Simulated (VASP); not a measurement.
Wanted: the native input for a VASP 6.6.1 run.

```
Task                   : single point
Functional             : PBEsol
Potentials or basis    : VASP PAW PBE potentials, release 64 (Cd, Se)
Cutoff                 : 500 eV
k mesh                 : 6 × 6 × 4
Occupations            : fermi-dirac, width 0.01 eV
Spin                   : non-collinear spin, zero start, spin-orbit coupling
Starting moments       : [[0.0, 0.0, 0.0], [0.0, 0.0, 0.0], [0.0, 0.0, 0.0], [0.0, 0.0, 0.0]] μB
Dipole correction      : no
Further INCAR settings : ALGO = Normal; EDIFF = 1e-06; NBANDS = 50
```

The structure of CdSe lies in POSCAR:

```
CdSe
1.0
    4.2150796297      0.0000000000      0.0000000000
   -2.1075398149      3.6503660383      0.0000000000
    0.0000000000      0.0000000000      7.1500633929
Cd Se
2 2
Direct
    0.3333333333      0.6666666667      0.0089331129
    0.6666666667      0.3333333333      0.5089331129
    0.3333333333      0.6666666667      0.3760668871
    0.6666666667      0.3333333333      0.8760668871
```

This cell differs from its parent crystal: film at in-plane strain -0.02.

One way to write it, as run:

INCAR

```
SYSTEM = CdSe
PREC = Accurate
ENCUT = 500
EDIFF = 1E-6
ISMEAR = -1
SIGMA = 0.01
LREAL = .False.
LASPH = .True.
NELM = 200
ALGO = Normal
ISIF = 2
LWAVE = .False.
LCHARG = .True.
MAGMOM = 0 0 0 0 0 0 0 0 0 0 0 0
LORBIT = 11
LSORBIT = .True.
GGA_COMPAT = .False.
LORBMOM = .True.
GGA = PS
LVHAR = .True.
NBANDS = 50
```

KPOINTS

```
Automatic mesh
0
Gamma
  6 6 4
  0 0 0
```

Potentials or basis: VASP PAW PBE potentials, release 64 (Cd, Se).

Launch:

```sh
$ cat potpaw_PBE.64/Cd/POTCAR potpaw_PBE.64/Se/POTCAR > POTCAR
$ mpirun -np 1 vasp_ncl > vasp.out
```

Results of the run:

```json
{
 "Pressure": "1.5 GPa",
 "Largest force": "0.004 eV/Å",
 "Net moment": "0.00 μB per cell",
 "Valence electrons inside the program's atomic spheres": "Cd 10.33; Se 3.86"
}
```

Caveat: the cell differs from its parent crystal (film at in-plane strain -0.02); the PAW data sets were made with another functional, which shifts forces and pressure a little.

Wall time 9.6 min on 1 thread of AMD EPYC 7R13 (shared host), peak memory 0.52 GiB.
